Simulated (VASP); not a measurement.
Set up this calculation in VASP 6.6.1, as the native input.

* Task: single point
* Functional: PBE
* Potentials or basis: VASP PAW PBE potentials, release 64 (Zn, Se)
* Cutoff: 500 eV
* k mesh: 5 × 5 × 5
* Occupations: gaussian, width 0.02 eV
* Spin: no spin polarisation
* Dipole correction: no
* Further INCAR settings: ALGO = Normal; EDIFF = 1e-06; NBANDS = 16

The structure of ZnSe (Stilleite) lies in POSCAR:

```
ZnSe
1.0
    0.0000000000      2.8668485755      2.8668485755
    2.8668485755      0.0000000000      2.8668485755
    2.8668485755      2.8668485755      0.0000000000
Zn Se
1 1
Direct
    0.0000000000      0.0000000000      0.0000000000
    0.2500000000      0.2500000000      0.2500000000
```

One way to write it, as run:

INCAR

```
  PREC = Accurate
  ENCUT = 500
  EDIFF = 1E-6
  ISMEAR = 0
  SIGMA = 0.02
  LREAL = F
  LASPH = T
  NELM = 120
  ALGO = Normal
  ISIF = 2
  LWAVE = F
  LCHARG = F
  GGA = PE
  NBANDS = 16
  GGA_COMPAT = F
```

KPOINTS

```
Automatic mesh
0
Gamma
  5 5 5
```

Potentials or basis: VASP PAW PBE potentials, release 64 (Zn, Se).

Launch:

```console
$ cat potpaw_PBE.64/Zn/POTCAR potpaw_PBE.64/Se/POTCAR > POTCAR
$ mpirun -np 1 vasp_std > vasp.out
```

Results of the run:

```json
{
  "Pressure": "0.3 GPa",
  "Band gap on the k mesh": "1.15 eV, direct"
}
```

It took 16 s on 1 thread of Intel Xeon 8259CL (shared host), peak memory 0.16 GiB.
